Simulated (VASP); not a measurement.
A run of VASP 6.6.1 is set up as follows.

The input INCAR:

```
PREC = Accurate
ENCUT = 520
EDIFF = 1E-8
ISMEAR = -1
SIGMA = 0.03
LREAL = F
LASPH = T
NELM = 100
ALGO = Normal
ISIF = 2
LWAVE = F
LCHARG = F
GGA = CA
LEFG = T
NBANDS = 16
```

The input KPOINTS:

```
regular mesh
0
Gamma
  8 8 8
```

POSCAR

```
CdSe
1.0
    0.0307027120      3.0856225546      3.0856225546
    3.0856225546      0.0307027120      3.0856225546
    3.0856225546      3.0856225546      0.0307027120
Cd Se
1 1
Direct
    0.0000000000      0.0000000000      0.0000000000
    0.2500000000      0.2500000000      0.2500000000
```

Potentials or basis: VASP PAW LDA potentials, release 64 (Cd, Se).

Launch:

```bash
$ cat potpaw_LDA.64/Cd/POTCAR potpaw_LDA.64/Se/POTCAR > POTCAR
$ mpirun -np 1 vasp_std > vasp.out
```

Q: What does it give for the largest force?

A: 0.078 eV/Å.

Q: What does it give for the band gap on the k mesh?

A: 0.29 eV, direct.

Forces on the atoms (eV/Å):
```
Cd   0.045  0.045  0.045
Se  -0.045 -0.045 -0.045
```

Caveat: the cell differs from its parent crystal (equal xy, yz and zx shear strains of +1 %); without QUAD_EFG the Cq values of the log hold for a quadrupole moment of 1 mb, not for the nuclei.
